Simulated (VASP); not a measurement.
Set up this calculation in VASP 6.6.1, as the native input.

```
Task                   : single point
Functional             : r2SCAN
Potentials or basis    : VASP PAW PBE potentials, release 64 (Ru_pv, Ir)
Cutoff                 : 520 eV
k mesh                 : 3 × 3 × 1
Occupations            : gaussian, width 0.1 eV
Spin                   : no spin polarisation
Dipole correction      : no
Further INCAR settings : ALGO = Normal; EDIFF = 1e-06; NBANDS = 18
```

Crystal: IrRu.

```xyz
2
Lattice="2.7249 0.0000 0.0000 -1.3625 2.3598 0.0000 0.0000 0.0000 4.3307" Properties=species:S:1:pos:R:3 pbc="T T T"
Ru    1.3625    0.7866    0.0000
Ir    0.0000    0.0000    2.1653
```

These files were run (other wordings do the same):

POSCAR

```
IrRu
1.0
    2.7249110840      0.0000000000      0.0000000000
   -1.3624555420      2.3598422218      0.0000000000
    0.0000000000      0.0000000000      4.3306976446
Ru Ir
1 1
Direct
    0.6666666667      0.3333333333      0.0000000000
    0.0000000000      0.0000000000      0.5000000000
```

INCAR.step1

```
SYSTEM = IrRu
PREC = Accurate
ENCUT = 520
ISMEAR = 0
SIGMA = 0.1
LREAL = .FALSE.
LASPH = .TRUE.
NELM = 100
NBANDS = 18
GGA = PE
ALGO = Normal
EDIFF = 1E-4
LWAVE = .TRUE.
LCHARG = .FALSE.
```

INCAR.step2

```
SYSTEM = IrRu
PREC = Accurate
ENCUT = 520
EDIFF = 1E-6
ISMEAR = 0
SIGMA = 0.1
LREAL = .FALSE.
LASPH = .TRUE.
NELM = 100
ALGO = Normal
ISIF = 2
LWAVE = .FALSE.
LCHARG = .FALSE.
METAGGA = R2SCAN
LMIXTAU = .TRUE.
NBANDS = 18
ISTART = 1
```

KPOINTS

```
Automatic mesh
0
G
  3 3 1
  0 0 0
```

Potentials or basis: VASP PAW PBE potentials, release 64 (Ru_pv, Ir).

The run is started by

```console
$ cat potpaw_PBE.64/Ru_pv/POTCAR potpaw_PBE.64/Ir/POTCAR > POTCAR
$ cp INCAR.step1 INCAR
$ mpirun -np 1 vasp_std > vasp.out
$ cp INCAR.step2 INCAR
$ mpirun -np 1 vasp_std > vasp.out
```

Results of the run:

The pressure is 13.0 GPa.

Caveat: the k points lie up to 1.45 Å⁻¹ apart; the PAW data sets were made with another functional, which shifts forces and pressure a little.

Run time: 14 s on 1 thread of Intel(R) Xeon(R) Platinum 8559C (Emerald Rapids) (shared host), peak memory 0.13 GiB.
